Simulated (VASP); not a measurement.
A run of VASP 6.6.1 is set up as follows.

Contents of INCAR:

```
SYSTEM = Na16Li
PREC     = Accurate       ! precision mode
ENCUT    = 520            ! plane-wave cutoff, eV
EDIFF    = 1E-7           ! SCF threshold, eV
ISMEAR   = 0              ! smearing method
SIGMA    = 0.05           ! smearing width, eV
LREAL    = Auto         
LASPH    = .True.         ! aspherical terms in the spheres
NELM     = 60             ! most SCF steps
ALGO     = Normal         ! electronic algorithm
ISIF     = 2              ! what is computed and relaxed
LWAVE    = .False.        ! write WAVECAR
LCHARG   = .False.        ! write CHGCAR
GGA      = PE             ! functional
NBANDS   = 72             ! bands
```

File KPOINTS:

```
Automatic mesh
0
Gamma
  2 2 2
  0 0 0
```

File POSCAR:

```
Na16Li
1.0
    8.4600000000      0.0000000000      0.0000000000
    0.0000000000      8.4600000000      0.0000000000
    0.0000000000      0.0000000000      8.4600000000
Na Li
16 1
Direct
    0.0311628908     -0.0028857791      0.0403541310
    0.4607035267     -0.0030908878     -0.0095746622
    0.0110776431      0.5056338101     -0.0156747343
   -0.0191233276      0.0031935302      0.4680705966
    0.2414118095      0.3018925814      0.2302742171
    0.4770479956      0.5042867817     -0.0468390655
    0.5736273255     -0.0002247349      0.5859665889
    0.6924235718      0.2325643108      0.2453769009
   -0.0264462521      0.4940547195      0.4936546076
    0.2454596599      0.7032941423      0.2462603904
    0.2352015405      0.2231919641      0.7142249014
    0.4956202242      0.4905287551      0.5217077775
    0.6941204898      0.7645628723      0.2502680093
    0.7823585060      0.2389789634      0.7929428180
    0.2364361658      0.7755725357      0.7062113221
    0.7826007412      0.7598714839      0.7863577599
    0.3383613893      0.0088006511      0.3580850414
```

Potentials or basis: VASP PAW PBE potentials, release 64 (Na_pv, Li_sv).

Launch:

```console
$ cat potpaw_PBE.64/Na_pv/POTCAR potpaw_PBE.64/Li_sv/POTCAR > POTCAR
$ mpirun -np 1 vasp_std > vasp.out
```

Task: Predict the largest force.

Result: 0.022 eV/Å.

Task: What does it give for the band gap on the k mesh?

Result: Zero (an odd number of electrons rules out a gap without spin polarisation).

Forces on the atoms (eV/Å):
```
Na  -0.006 -0.003 -0.012
Na  -0.002 -0.002  0.005
Na  -0.002  0.003  0.001
Na  -0.019  0.001  0.009
Na  -0.011  0.010  0.007
Na   0.001 -0.001  0.010
Na  -0.003  0.005 -0.010
Na   0.022  0.001 -0.001
Na  -0.018  0.001 -0.001
Na  -0.009 -0.013  0.005
Na   0.008  0.005 -0.003
Na   0.015 -0.001 -0.005
Na   0.016  0.002  0.004
Na  -0.007  0.006 -0.003
Na   0.009 -0.006 -0.003
Na  -0.007 -0.008 -0.008
Li   0.014 -0.002  0.005
```

Caveat: the k points lie up to 0.37 Å⁻¹ apart, too coarse for converged energies and pressures of a metal.
